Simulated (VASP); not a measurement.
The system is Ba.

```xyz
1
Lattice="-2.5231 2.5231 2.5231 2.5231 -2.5231 2.5231 2.5231 2.5231 -2.5231" Properties=species:S:1:pos:R:3 pbc="T T T"
Ba    0.0000    0.0000    0.0000
```

Base run:

- Program: VASP 6.6.1
- Functional: PBEsol
- Potentials or basis: VASP PAW PBE potentials, release 64 (Ba_sv)
- Cutoff: 520 eV
- k mesh: 8 × 8 × 8
- Occupations: fermi-dirac, width 0.05 eV
- Spin: no spin polarisation

Its results: band gap on the k mesh zero (band 5 reaches 1.97 eV, above the bottom of band 6 at 0.96 eV); pressure -0.8 GPa.

Q: The run is repeated on the same cell with these changes: functional from PBEsol to PBE. What comes out?

A: Band gap on the k mesh zero (band 5 reaches 2.09 eV, above the bottom of band 6 at 1.06 eV); pressure -0.1 GPa.

PBE binds less tightly than PBEsol, so the same cell stands under more pressure.

Caveats: spin-orbit coupling is left out, which moves the levels of the heavy elements; the PAW data sets were made with another functional, which shifts forces and pressure a little (some runs).
